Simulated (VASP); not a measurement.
# Be3TeO2 (Cmmm) in VASP: notebook

Runs on Be3TeO2. Level: PBE. Tasks: single point, relaxation of cell and atoms.

Program: VASP 6.6.1. These are calculated values, not measurements. Logs are shortened: lines on timing, memory, paths and dates and some standing lists are left out, and cuts for length are marked.

**1. The cell of the first run**

The structure is orthorhombic, space group Cmmm (No. 65). The conventional cell has a = 4.803 Å, b = 13.513 Å, c = 2.558 Å, α = 90.00°, β = 90.00°, γ = 90.00°. Within 2.3 Å of Be (site symmetry m2m) lie 4 O at 1.75 Å. Within 3.4 Å of Be (site symmetry mmm) lie 2 Be at 2.56 Å and 4 Te at 2.72 Å. Te (site symmetry mmm) has 2 Te at 2.56 Å and 6 Be at 2.72 to 3.34 Å within 3.4 Å. O (site symmetry 2/m) has 4 Be at 1.75 Å within 2.3 Å.

**2. Single point, PBE**

Contents of INCAR:

```
PREC = Accurate
ENCUT = 520
EDIFF = 1E-7
ISMEAR = 0
SIGMA = 0.1
LREAL = False
LASPH = True
NELM = 80
ALGO = Normal
ISIF = 2
LWAVE = False
LCHARG = False
GGA = PE
NBANDS = 21
```

Contents of KPOINTS:

```
Automatic mesh
0
Gamma
  8 8 14
```

Contents of POSCAR:

```
Be3TeO2
1.0
    2.4013980096     -6.7562503874      0.0000000000
    2.4013980096      6.7562503874      0.0000000000
    0.0000000000      0.0000000000      2.5584926771
Be Te O
3 1 2
Direct
    0.7528377356      0.2471622644      0.0000000000
    0.2471622644      0.7528377356      0.0000000000
    0.5000000000      0.5000000000      0.5000000000
    0.0000000000      0.0000000000      0.0000000000
    0.5000000000      0.0000000000      0.5000000000
    0.0000000000      0.5000000000      0.5000000000
```

Potentials or basis: VASP PAW PBE potentials, release 64 (Be, Te, O).

Run with:

```console
> cat potpaw_PBE.64/Be/POTCAR potpaw_PBE.64/Te/POTCAR potpaw_PBE.64/O/POTCAR > POTCAR
> mpirun -np 1 vasp_std > vasp.out
```

OUTCAR:

```text
PREC = Accurate
   ENCUT = 520
   EDIFF = 1E-7
   ISMEAR = 0
   LREAL = False
   LASPH = True
   NELM = 80
   ISIF = 2
   GGA = PE

 ion  position               nearest neighbor table
   1  0.753  0.247  0.000-   5 1.75   6 1.75   5 1.75   6 1.75
   2  0.247  0.753  0.000-   5 1.75   6 1.75   5 1.75   6 1.75
   3  0.500  0.500  0.500-   4 2.72   4 2.72   4 2.72   4 2.72
   4  0.000  0.000  0.000-   3 2.72   3 2.72   3 2.72   3 2.72
   5  0.500  0.000  0.500-   1 1.75   2 1.75   1 1.75   2 1.75
   6  0.000  0.500  0.500-   1 1.75   2 1.75   1 1.75   2 1.75

  LATTYP: Found a base centered orthorhombic cell.
 ALAT       =     4.8027960192
 B/A-ratio  =     2.8134654732
 C/A-ratio  =     0.5327090026

  Lattice vectors:

 A1 = (   2.4013980096,  -6.7562503874,   0.0000000000)
 A2 = (   2.4013980096,   6.7562503874,   0.0000000000)
 A3 = (   0.0000000000,   0.0000000000,   2.5584926771)

Analysis of symmetry for initial positions (statically):
=====================================================================
 Subroutine PRICEL returns:
 Original cell was already a primitive cell.

 Routine SETGRP: Setting up the symmetry group for a
 base centered orthorhombic supercell.

 Subroutine GETGRP returns: Found  8 space group operations
 (whereof  8 operations were pure point group operations)
 out of a pool of  8 trial point group operations.

The static configuration has the point symmetry D_2h.

Analysis of symmetry for dynamics (positions and initial velocities):
=====================================================================
 Subroutine PRICEL returns:
 Original cell was already a primitive cell.

 Routine SETGRP: Setting up the symmetry group for a
 base centered orthorhombic supercell.

 Subroutine GETGRP returns: Found  8 space group operations
 (whereof  8 operations were pure point group operations)
 out of a pool of  8 trial point group operations.

The dynamic configuration has the point symmetry D_2h.

 Subroutine INISYM returns: Found  8 space group operations
 (whereof  8 operations are pure point group operations),
 and found     1 'primitive' translations

----------------------------------------------------------------------------------------

                                     Primitive cell

  volume of cell :      83.0203

  direct lattice vectors                    reciprocal lattice vectors
     2.401398010 -6.756250387  0.000000000     0.208212049 -0.074005546  0.000000000
     2.401398010  6.756250387  0.000000000     0.208212049  0.074005546  0.000000000
     0.000000000  0.000000000  2.558492677     0.000000000  0.000000000  0.390855135

  length of vectors
     7.170329957  7.170329957  2.558492677     0.220973026  0.220973026  0.390855135

  position of ions in fractional coordinates (direct lattice)
     0.752837736  0.247162264  0.000000000
     0.247162264  0.752837736  0.000000000
     0.500000000  0.500000000  0.500000000
     0.000000000  0.000000000  0.000000000
     0.500000000  1.000000000  0.500000000
     1.000000000  0.500000000  0.500000000

  ion indices of the primitive-cell ions
   primitive index   ion index
                 1           1
                 2           2
                 3           3
                 4           4
                 5           5
                 6           6

----------------------------------------------------------------------------------------

 KPOINTS: Automatic mesh

Automatic generation of k-mesh.
 Grid dimensions read from file:
 generate k-points for:    8    8   14

 Generating k-lattice:

  Cartesian coordinates                     Fractional coordinates (reciprocal lattice)
     0.026026506 -0.009250693  0.000000000     0.125000000 -0.000000000  0.000000000
     0.026026506  0.009250693  0.000000000    -0.000000000  0.125000000  0.000000000
     0.000000000  0.000000000  0.027918224     0.000000000  0.000000000  0.071428571

  Length of vectors
     0.027621628  0.027621628  0.027918224

  Shift w.r.t. Gamma in fractional coordinates (k-lattice)
     0.000000000  0.000000000  0.000000000

 Subroutine IBZKPT returns following result:
 ===========================================

 Found    168 irreducible k-points:

 Following reciprocal coordinates:
            Coordinates               Weight
  0.000000  0.000000  0.000000      1.000000
  0.125000 -0.000000  0.000000      4.000000
  0.250000 -0.000000  0.000000      4.000000
  0.375000 -0.000000  0.000000      4.000000
  0.500000 -0.000000  0.000000      2.000000
  0.125000  0.125000  0.000000      2.000000
[... 16 lines left out ...]
  0.125000 -0.000000  0.071429      8.000000
  0.250000 -0.000000  0.071429      8.000000
 [... further k-points ...]
   k-points           NKPTS =    168   k-points in BZ     NKDIM =    168   number of bands    NBANDS=     21
   number of dos      NEDOS =    301   number of ions     NIONS =      6
   total plane-waves  NPLWV =  58320
   dimension x,y,z NGX =    54 NGY =   54 NGZ =   20
   dimension x,y,z NGXF=   108 NGYF=  108 NGZF=   40
   ions per type =               3   1   2
   NGX,Y,Z   is equivalent  to a cutoff of  12.52, 12.52, 13.00 a.u.
   NGXF,Y,Z  is equivalent  to a cutoff of  25.04, 25.04, 25.99 a.u.
 SYSTEM =  unknown system
   PREC   = accura    normal or accurate (medium, high low for compatibility)
   ISTART =      0    job   : 0-new  1-cont  2-samecut
   ICHARG =      2    charge: 1-file 2-atom 10-const
   ISPIN  =      1    spin polarized calculation?
   LNONCOLLINEAR =      F non collinear calculations
   LSORBIT =      F    spin-orbit coupling
   LASPH  =      T    aspherical Exc in radial PAW
   ENCUT  =  520.0 eV  38.22 Ry    6.18 a.u.  13.33 13.33  4.76*2*pi/ulx,y,z
   NELM   =     80;   NELMIN=  2; NELMDL= -5     # of ELM steps
   EDIFF  = 0.1E-06   stopping-criterion for ELM
   LREAL  =      F    real-space projection
   EDIFFG = 0.1E-05   stopping-criterion for IOM
   NSW    =      0    number of steps for IOM
   IBRION =     -1    ionic relax: 0-MD 1-quasi-New 2-CG
   NFREE  =      0    steps in history (QN), initial steepest desc. (CG)
   ISIF   =      2    stress and relaxation
   ISYM   =      2    0-nonsym 1-usesym 2-fastsym
   POTIM  = 0.5000    time-step for ionic-motion
   TEBEG  =    0.0;   TEEND  =   0.0 temperature during run
   PSTRESS=    0.0 pullay stress
   NELECT =      24.0000    total number of electrons
   NUPDOWN=      -1.0000    fix difference up-down
   EMIN   =  10.00;   EMAX   =-10.00  energy-range for DOS
   EFERMI =   0.00;   METHOD = LEGACY
   ISMEAR =     0;   SIGMA  =   0.10  broadening in eV -4-tet -1-fermi 0-gaus
   EFERMI_NEDOS =   21; number of points for ismear=-14 and -15
   IALGO  =     38    algorithm
   IMIX   =      4    mixing-type and parameters
     AMIX     =   0.40;   BMIX     =  1.00
     AMIX_MAG =   1.60;   BMIX_MAG =  1.00
  volume/ion in A,a.u.               =      13.84        93.37
  Fermi-wavevector in a.u.,A,eV,Ry     =   1.082473  2.045578 15.942608  1.171749
  Thomas-Fermi vector in A             =   2.218516
   LORBIT       =      0    0 simple, 1 ext, 2 COOP (PROOUT), +10 PAW based schemes
   GGA     = PE    functional components
   LHFCALC =     F    Hartree Fock is set to
   AEXX    =    0.0000 exact exchange contribution
   IVDW    =     0    specifies the selected vdW correction
   LEPSILON=     F    determine dielectric tensor
   LRPA    =     F    only Hartree local field effects (RPA)
 non-spin polarized calculation
 Gauss-broadening in eV      SIGMA  =   0.10
  energy-cutoff  :      520.00
  volume of cell :       83.02
 maximum number of plane-waves:      2268
 NGX is ok and might be reduce to    54
   NGX = 27   NGY = 27   NGZ =  9

 number of electron      24.0000007 magnetization

 Free energy of the ion-electron system (eV)
  ---------------------------------------------------
  ext. energy  EPLUGINS =         0.00000000
  ---------------------------------------------------
  free energy    TOTEN  =       -29.96914031 eV

  energy without entropy =      -29.96666617  energy(sigma->0) =      -29.96790324

 E-fermi :   5.0126     XC(G=0):  -9.3624

 val. band max:        5.0097176036   @ k =   0.3750  -0.0000   0.0000
 cond. band min:       5.0317530665   @ k =   0.2500   0.1250   0.0000
 fundamental gap:      0.0220354630
 Fermi energy:         5.0126137706

 k-point     1 :       0.0000    0.0000    0.0000
  band No.  band energies     occupation
      1     -14.7615      2.00000
      2     -13.4386      2.00000
      3      -9.7414      2.00000
      4      -2.3758      2.00000
      5      -1.3032      2.00000
      6      -1.1211      2.00000
[... 13 lines left out ...]
     20      14.4425      0.00000
     21      14.7716      0.00000

 k-point     2 :       0.1250   -0.0000    0.0000
  band No.  band energies     occupation
      1     -14.7200      2.00000
      2     -13.5008      2.00000
      3      -9.7261      2.00000
      4      -2.2076      2.00000
      5      -1.4891      2.00000
      6      -1.2002      2.00000
[... 13 lines left out ...]
     20      13.6271      0.00000
     21      14.9278      0.00000

 k-point     3 :       0.2500   -0.0000    0.0000
  band No.  band energies     occupation
      1     -14.5984      2.00000
      2     -13.6710      2.00000
      3      -9.6884      2.00000
      4      -2.1121      2.00000
      5      -1.7226      2.00000
      6      -0.9053      2.00000
[... 13 lines left out ...]
     20      13.0617      0.00000
     21      15.1320      0.00000

 k-point     4 :       0.3750   -0.0000    0.0000
  band No.  band energies     occupation
      1     -14.4079      2.00000
      2     -13.9090      2.00000
      3      -9.6493      2.00000
      4      -2.5680      2.00000
      5      -1.0034      2.00000
      6      -0.4468      2.00000
[... 13 lines left out ...]
     20      13.9405      0.00000
     21      15.0088      0.00000

 k-point     5 :       0.5000   -0.0000    0.0000
  band No.  band energies     occupation
      1     -14.1687      2.00000
      2     -14.1676      2.00000
      3      -9.6327      2.00000
      4      -2.7314      2.00000
      5      -0.3629      2.00000
      6      -0.0096      2.00000
[... 13 lines left out ...]
     20      14.6841      0.00000
     21      14.9984      0.00000

 k-point     6 :       0.1250    0.1250    0.0000
  band No.  band energies     occupation
      1     -14.5988      2.00000
      2     -13.6709      2.00000
      3      -9.6860      2.00000
      4      -2.1052      2.00000
      5      -1.7354      2.00000
      6      -0.9860      2.00000
[... 13 lines left out ...]
     20      13.2924      0.00000
     21      14.9694      0.00000

 k-point     7 :       0.2500    0.1250    0.0000
  band No.  band energies     occupation
      1     -14.4083      2.00000
      2     -13.9087      2.00000
      3      -9.6469      2.00000
      4      -2.5642      2.00000
      5      -1.0417      2.00000
      6      -0.5639      2.00000
[... 13 lines left out ...]
     20      14.1041      0.00000
     21      15.0056      0.00000
[... 291 lines left out ...]
      1     -14.7598      2.00000
      2     -13.4387      2.00000
      3      -9.7603      2.00000
      4      -2.3530      2.00000
      5      -1.0821      2.00000
      6      -0.6755      2.00000
[... 13 lines left out ...]
     20      13.9962      0.00000
     21      14.4959      0.00000

 k-point    21 :       0.5000    0.5000    0.0000
  band No.  band energies     occupation
      1     -14.7594      2.00000
      2     -13.4387      2.00000
      3      -9.7635      2.00000
      4      -2.3503      2.00000
      5      -1.0752      2.00000
      6      -0.4059      2.00000
[... 13 lines left out ...]
     20      13.6598      0.00000
     21      14.4989      0.00000

 k-point    22 :       0.0000    0.0000    0.0714
  band No.  band energies     occupation
      1     -14.7225      2.00000
      2     -13.3842      2.00000
      3      -9.6219      2.00000
      4      -2.3659      2.00000
      5      -1.2035      2.00000
      6      -0.9918      2.00000
[... 13 lines left out ...]
     20      14.3711      0.00000
     21      14.8404      0.00000

 k-point    23 :       0.1250   -0.0000    0.0714
  band No.  band energies     occupation
      1     -14.6805      2.00000
      2     -13.4473      2.00000
      3      -9.6064      2.00000
      4      -2.1961      2.00000
      5      -1.3676      2.00000
      6      -1.1008      2.00000
[... 13 lines left out ...]
     20      13.7716      0.00000
     21      14.8930      0.00000

 k-point    24 :       0.2500   -0.0000    0.0714
  band No.  band energies     occupation
      1     -14.5577      2.00000
      2     -13.6198      2.00000
      3      -9.5682      2.00000
      4      -1.9991      2.00000
      5      -1.7054      2.00000
      6      -0.8091      2.00000
[... 13 lines left out ...]
     20      13.2551      0.00000
     21      14.5631      0.00000

 [... further k-points ...]
[... 5 lines left out ...]
  --------------------------------------------------------------------------------------
  -------------------------------------------------------------------------------------
  Total        0.1360609     -0.0104295      0.2165399      0.0000000      0.0000000      0.0000000
  in kB        2.6257887     -0.2012756      4.1789241      0.0000000      0.0000000      0.0000000
  external PRESSURE =       2.2011457 kB  Pullay stress =       0.0000000 kB

 VOLUME and BASIS-vectors are now :
 -----------------------------------------------------------------------------
  energy-cutoff  :      520.00
  volume of cell :       83.02
      direct lattice vectors                 reciprocal lattice vectors
     2.401398010 -6.756250387  0.000000000     0.208212049 -0.074005546  0.000000000
     2.401398010  6.756250387  0.000000000     0.208212049  0.074005546  0.000000000
     0.000000000  0.000000000  2.558492677     0.000000000  0.000000000  0.390855135

 POSITION                                       TOTAL-FORCE (eV/Angst)
 -----------------------------------------------------------------------------------
      2.40140     -3.41647      0.00000        -0.000000      0.000436      0.000000
      2.40140      3.41647      0.00000        -0.000000     -0.000436     -0.000000
      2.40140      0.00000      1.27925        -0.000000     -0.000000      0.000000
      0.00000      0.00000      0.00000        -0.000000     -0.000000      0.000000
      1.20070     -3.37813      1.27925         0.000000      0.000000      0.000000
      1.20070      3.37813      1.27925        -0.000000     -0.000000      0.000000
 -----------------------------------------------------------------------------------
    total drift:                                0.000000     -0.000000      0.000000

  FREE ENERGIE OF THE ION-ELECTRON SYSTEM (eV)
  ---------------------------------------------------
  free  energy   TOTEN  =       -29.9691403111 eV

  energy  without entropy=      -29.9666661659  energy(sigma->0) =      -29.96790324
```

It took 5.1 min on 1 thread of Intel Xeon Platinum 8259CL at 2.50GHz (Skylake/Cascade Lake), shared host; peak memory 0.43 GiB.

Results:

* Free energy: -29.9691 eV
* Pressure: 0.2 GPa
* Band gap on the k mesh: zero (band 12 reaches 5.78 eV, above the bottom of band 13 at 3.51 eV)

Caveat: spin-orbit coupling is left out, which moves the levels of the heavy elements.

**3. Relaxation of cell and atoms, PBE**

This run uses another cell than the first one, of 13.46 Å³/atom, 0.973 times its volume.

Contents of INCAR:

```
PREC = Accurate
ENCUT = 600
EDIFF = 1E-6
ISMEAR = 0
SIGMA = 0.1
LREAL = F
LASPH = T
NELM = 60
ALGO = Normal
ISIF = 3
LWAVE = F
LCHARG = F
GGA = PE
IBRION = 2
NSW = 100
EDIFFG = -0.01
```

Contents of KPOINTS:

```
regular mesh
0
Gamma
  8 8 14
```

Contents of POSCAR:

```
Be3TeO2
1.0
    2.4149836319     -6.5402924906      0.0000000000
    2.4149836319      6.5402924906      0.0000000000
    0.0000000000      0.0000000000      2.5575033241
Be Te O
3 1 2
Direct
    0.7539509350      0.2460490650      0.0000000000
    0.2460490650      0.7539509350      0.0000000000
    0.5000000000      0.5000000000      0.5000000000
    0.0000000000      0.0000000000      0.0000000000
    0.5000000000      0.0000000000      0.5000000000
    0.0000000000      0.5000000000      0.5000000000
```

Potentials or basis: VASP PAW PBE potentials, release 64 (Be, Te, O).

Run with:

```console
> cat potpaw_PBE.64/Be/POTCAR potpaw_PBE.64/Te/POTCAR potpaw_PBE.64/O/POTCAR > POTCAR
> mpirun -np 1 vasp_std > vasp.out
```

Run time: 22 min. Hardware: 1 thread of Intel Xeon Platinum 8259CL at 2.50GHz (Skylake/Cascade Lake), shared host; peak memory 0.46 GiB.

It converged, with:

| Quantity | Value |
| --- | --- |
| Free energy | -29.9727 eV |
| Relaxed volume | 13.74 Å³/atom |
| Relaxed cell | a = 7.117 Å, b = 7.117 Å, c = 2.560 Å, α = 90.00°, β = 90.00°, γ = 140.54° |
| Space group after relaxing (to 0.05 Å) | Cmmm (No. 65) |
| Energy gained by relaxing | 0.8 meV/atom |
| Ionic steps | 13 |
| Pressure after relaxing | 0.0 GPa |
| Band gap on the k mesh | zero (band 12 reaches 5.86 eV, above the bottom of band 13 at 3.57 eV) |

Forces in eV/Å, atoms in the order of the input:
```
Be   0.000  0.003  0.000
Be   0.000 -0.003  0.000
Be   0.000  0.000  0.000
Te   0.000  0.000  0.000
O    0.000  0.000  0.000
O    0.000  0.000  0.000
```

The path:
| step | energy change (eV) | largest force (eV/Å) | pressure (GPa) | volume (Å³) |
| --- | --- | --- | --- | --- |
| 1 | 0.0000 | 0.0222 | -0.10 | 80.79 |
| 2 | -0.0011 | 0.0225 | -0.02 | 80.69 |
| 3 | -0.0024 | 0.0227 | -0.06 | 80.73 |
| 4 | -0.0027 | 0.0205 | 0.21 | 80.67 |
| 5 | -0.0027 | 0.0202 | 0.26 | 80.66 |
| 6 | -0.0030 | 0.0158 | 0.24 | 80.78 |
| 7 | -0.0037 | 0.0023 | 0.18 | 81.16 |
| 8 | -0.0043 | 0.0263 | 0.05 | 81.90 |
| 9 | -0.0044 | 0.0334 | 0.04 | 82.08 |
| 10 | -0.0046 | 0.0156 | 0.01 | 82.26 |
| 11 | -0.0046 | 0.0009 | -0.02 | 82.41 |
| 12 | -0.0044 | 0.0140 | 0.16 | 82.49 |
| 13 | -0.0046 | 0.0025 | 0.03 | 82.43 |

Final structure:
```
Be Te O
1.0
     2.40282   -6.69911    0.00000
     2.40282    6.69911    0.00000
     0.00000    0.00000    2.56041
Be Te O
3 1 2
Direct
  0.75306 0.24694 0.00000
  0.24694 0.75306 0.00000
  0.50000 0.50000 0.50000
  0.00000 0.00000 0.00000
  0.50000 0.00000 0.50000
  0.00000 0.50000 0.50000
```

Levels at points of the mesh, in eV from the Fermi level:
```csv
k point,band 8,band 9,band 10,band 11,band 12,band 13,band 14,band 15,band 16
"(0.00, 0.00, 0.00)",-3.21,-3.20,-2.81,-2.13,-1.91,1.79,2.32,4.57,4.69
"(0.50, 0.00, 0.00)",-4.50,-3.15,-2.76,-2.76,-0.18,2.36,2.44,4.13,5.45
"(0.50, 0.50, 0.00)",-3.45,-2.96,-2.94,-2.13,-1.91,1.00,4.86,5.00,5.49
"(0.00, 0.00, 0.50)",-3.32,-1.94,-1.09,-0.91,-0.79,-0.10,1.00,2.27,3.13
"(0.50, 0.00, 0.50)",-4.48,-3.91,-2.71,-2.63,-0.32,-0.30,3.77,4.23,4.76
"(0.50, 0.50, 0.50)",-3.20,-1.92,-1.09,-0.89,-0.28,-0.12,0.94,2.42,2.58
```

Caveat: spin-orbit coupling is left out, which moves the levels of the heavy elements.
